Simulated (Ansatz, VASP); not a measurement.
AlN in VASP and in Ansatz

```
Al N
1.0
     3.22380    0.00000    0.00000
    -1.61190    2.79189    0.00000
     0.00000    0.00000    5.21760
Al N
2 2
Direct
  0.33333 0.66667 0.00173
  0.66667 0.33333 0.50173
  0.33333 0.66667 0.38327
  0.66667 0.33333 0.88327
```

Alike in both runs: task relaxation of the atoms; functional PBE; k mesh 9 × 9 × 6; occupations gaussian, width 0.05 eV; no spin polarisation.

|  | VASP | Ansatz |
| --- | --- | --- |
| version | VASP 6.6.1 | Ansatz 0.2.0 |
| potentials or method | VASP PAW PBE potentials, release 64 (Al, N), cutoff 520 eV | scalar-relativistic, plane waves, PAW |
| valence electrons in the cell | 16 | 16 |

```tsv
	VASP	Ansatz	Ansatz less VASP
gap on the k mesh at the Fermi level, each at its own relaxed structure (eV)	3.26	3.25	-0.002
```

Ansatz's warnings: stress scf threshold loose.
